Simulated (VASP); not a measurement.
# Si (Fd-3m) in VASP: notebook, part 2 of 2

VASP 6.6.1. The steps go on from the part before.

### 3 Single point, PBE

Contents of INCAR:

```
SYSTEM = Si
ALGO     = Normal         ! electronic algorithm
EDIFF    = 1E-6           ! SCF threshold, eV
ENCUT    = 500            ! plane-wave cutoff, eV
GGA      = PE             ! functional
GGA_COMPAT= .FALSE.      
ISIF     = 2              ! what is computed and relaxed
ISMEAR   = -1             ! smearing method
LASPH    = .TRUE.         ! aspherical terms in the spheres
LCHARG   = .FALSE.        ! write CHGCAR
LREAL    = .FALSE.        ! projectors in reciprocal space
LWAVE    = .FALSE.        ! write WAVECAR
NBANDS   = 11             ! bands
NELM     = 120            ! most SCF steps
PREC     = Accurate       ! precision mode
SIGMA    = 0.01           ! smearing width, eV
```

Contents of KPOINTS:

```
k-points
0
G
  9 9 9
  0 0 0
```

Contents of POSCAR:

```
Si
1.0
    0.0000000000      2.7348634831      2.7348634831
    2.7348634831      0.0000000000      2.7348634831
    2.7348634831      2.7348634831      0.0000000000
Si
2
Direct
    0.7500000000      0.7500000000      0.7500000000
    0.5000000000      0.5000000000      0.5000000000
```

Potentials or basis: VASP PAW PBE potentials, release 64 (Si).

Run with:

```sh
$ cat potpaw_PBE.64/Si/POTCAR > POTCAR
$ mpirun -np 1 vasp_std > vasp.out
```

OUTCAR:

```text
SYSTEM = Si
   EDIFF = 1E-6
   ENCUT = 500
   GGA = PE
   ISIF = 2
   ISMEAR = -1
   LASPH = .TRUE.
   LREAL = .FALSE.
   NELM = 120
   PREC = Accurate

 ion  position               nearest neighbor table
   1  0.750  0.750  0.750-   2 2.37   2 2.37   2 2.37   2 2.37
   2  0.500  0.500  0.500-   1 2.37   1 2.37   1 2.37   1 2.37

  LATTYP: Found a face centered cubic cell.
 ALAT       =     5.4697269662

  Lattice vectors:

 A1 = (   0.0000000000,   2.7348634831,   2.7348634831)
 A2 = (   2.7348634831,   0.0000000000,   2.7348634831)
 A3 = (   2.7348634831,   2.7348634831,   0.0000000000)

Analysis of symmetry for initial positions (statically):
=====================================================================
 Subroutine PRICEL returns:
 Original cell was already a primitive cell.

 Routine SETGRP: Setting up the symmetry group for a
 face centered cubic supercell.

 Subroutine GETGRP returns: Found 48 space group operations
 (whereof 24 operations were pure point group operations)
 out of a pool of 48 trial point group operations.

The static configuration has the point symmetry T_d .
 The point group associated with its full space group is O_h .

Analysis of symmetry for dynamics (positions and initial velocities):
=====================================================================
 Subroutine PRICEL returns:
 Original cell was already a primitive cell.

 Routine SETGRP: Setting up the symmetry group for a
 face centered cubic supercell.

 Subroutine GETGRP returns: Found 48 space group operations
 (whereof 24 operations were pure point group operations)
 out of a pool of 48 trial point group operations.

The dynamic configuration has the point symmetry T_d .
 The point group associated with its full space group is O_h .

 Subroutine INISYM returns: Found 48 space group operations
 (whereof 24 operations are pure point group operations),
 and found     1 'primitive' translations

----------------------------------------------------------------------------------------

[... 114 lines left out ...]
  Fermi-wavevector in a.u.,A,eV,Ry     =   0.950224  1.795662 12.285041  0.902925
  Thomas-Fermi vector in A             =   2.078580
   LORBIT       =      0    0 simple, 1 ext, 2 COOP (PROOUT), +10 PAW based schemes
   GGA     = PE    functional components
   LHFCALC =     F    Hartree Fock is set to
   AEXX    =    0.0000 exact exchange contribution
   IVDW    =     0    specifies the selected vdW correction
   LEPSILON=     F    determine dielectric tensor
   LRPA    =     F    only Hartree local field effects (RPA)
 non-spin polarized calculation
  energy-cutoff  :      500.00
  volume of cell :       40.91
 maximum number of plane-waves:      1049
   NGX = 15   NGY = 15   NGZ = 15

 number of electron       8.0000000 magnetization

 Free energy of the ion-electron system (eV)
  ---------------------------------------------------
  ext. energy  EPLUGINS =         0.00000000
  ---------------------------------------------------
  free energy    TOTEN  =       -10.84826017 eV

  energy without entropy =      -10.84826017  energy(sigma->0) =      -10.84826017

 E-fermi :   5.8701     XC(G=0):  -9.3250

 val. band max:        5.6109683976   @ k =   0.0000   0.0000   0.0000
 cond. band min:       6.2351116017   @ k =   0.4444   0.4444   0.0000
 fundamental gap:      0.6241432040
 Fermi energy:         5.8701167985

 k-point     1 :       0.0000    0.0000    0.0000
  band No.  band energies     occupation
      1      -6.2001      2.00000
      2       5.6110      2.00000
      3       5.6110      2.00000
      4       5.6110      2.00000
      5       8.1676      0.00000
      6       8.1676      0.00000
      7       8.1676      0.00000
      8       8.7386      0.00000
      9      13.3198      0.00000
     10      13.3198      0.00000
     11      13.4860      0.00000
[... 309 lines left out ...]
 k-point    24 :       0.4444    0.4444    0.0000
  band No.  band energies     occupation
      1      -2.9434      2.00000
      2      -1.2604      2.00000
      3       2.8662      2.00000
      4       2.8662      2.00000
      5       6.2351      0.00000
      6       6.6354      0.00000
      7      14.8251      0.00000
      8      14.8251      0.00000
      9      17.0664      0.00000
     10      17.2497      0.00000
     11      17.2507      0.00000

 [... further k-points ...]
[... 5 lines left out ...]
  --------------------------------------------------------------------------------------
  -------------------------------------------------------------------------------------
  Total       -0.0130109     -0.0130109     -0.0130109      0.0000000      0.0000000     -0.0000000
  in kB       -0.5095447     -0.5095447     -0.5095447      0.0000000      0.0000000     -0.0000000
  external PRESSURE =      -0.5095447 kB  Pullay stress =       0.0000000 kB

 VOLUME and BASIS-vectors are now :
 -----------------------------------------------------------------------------
  energy-cutoff  :      500.00
  volume of cell :       40.91
      direct lattice vectors                 reciprocal lattice vectors
     0.000000000  2.734863483  2.734863483    -0.182824482  0.182824482  0.182824482
     2.734863483  0.000000000  2.734863483     0.182824482 -0.182824482  0.182824482
     2.734863483  2.734863483  0.000000000     0.182824482  0.182824482 -0.182824482

 POSITION                                       TOTAL-FORCE (eV/Angst)
 -----------------------------------------------------------------------------------
      4.10230      4.10230      4.10230         0.000000      0.000000      0.000000
      2.73486      2.73486      2.73486        -0.000000     -0.000000     -0.000000
 -----------------------------------------------------------------------------------
    total drift:                                0.000000      0.000000     -0.000000

  FREE ENERGIE OF THE ION-ELECTRON SYSTEM (eV)
  ---------------------------------------------------
  free  energy   TOTEN  =       -10.8482601720 eV

  energy  without entropy=      -10.8482601720  energy(sigma->0) =      -10.84826017
```

OSZICAR:

```text
N       E                     dE             d eps       ncg     rms          rms(c)
DAV:   1     0.730260726465E+01    0.73026E+01   -0.31660E+03   770   0.565E+02
DAV:   2    -0.104791273465E+02   -0.17782E+02   -0.16952E+02  1053   0.837E+01
DAV:   3    -0.110123066988E+02   -0.53318E+00   -0.53215E+00  1001   0.130E+01
DAV:   4    -0.110163264061E+02   -0.40197E-02   -0.40192E-02   896   0.144E+00
DAV:   5    -0.110163662844E+02   -0.39878E-04   -0.39878E-04   993   0.135E-01    0.475E+00
DAV:   6    -0.109004883302E+02    0.11588E+00   -0.64809E-02   854   0.105E+00    0.289E+00
DAV:   7    -0.108467404214E+02    0.53748E-01   -0.12722E-01   883   0.158E+00    0.167E-01
DAV:   8    -0.108480225175E+02   -0.12821E-02   -0.57518E-03   869   0.406E-01    0.792E-02
DAV:   9    -0.108482345924E+02   -0.21207E-03   -0.20518E-04   971   0.866E-02    0.578E-02
DAV:  10    -0.108482595420E+02   -0.24950E-04   -0.21729E-05   891   0.268E-02    0.527E-03
DAV:  11    -0.108482601720E+02   -0.62999E-06   -0.19491E-06   962   0.726E-03
   1 F= -.10848260E+02 E0= -.10848260E+02  d E =-.123248E-13
```

stdout:

```text
POSCAR found type information on POSCAR Si
 POSCAR found :  1 types and       2 ions
 scaLAPACK will be used
 LDA part: xc-table for (Slater+PW92), standard interpolation
 POSCAR, INCAR and KPOINTS ok, starting setup
 FFT: planning ... GRIDC
 FFT: planning ... GRID_SOFT
 FFT: planning ... GRID
 WAVECAR not read
 entering main loop
```

It took 12 s on 1 thread of AMD EPYC 7R43 (Zen 3), shared host; peak memory 0.11 GiB.

Results:

```yaml
Free_energy: -10.8483 eV
Pressure: -0.1 GPa
Band_gap_on_the_k_mesh: 0.62 eV, indirect (least direct gap 2.56 eV)
```

A k mesh can miss the band edges. A hybrid or GW would open this gap; PBE tends to underestimate it.
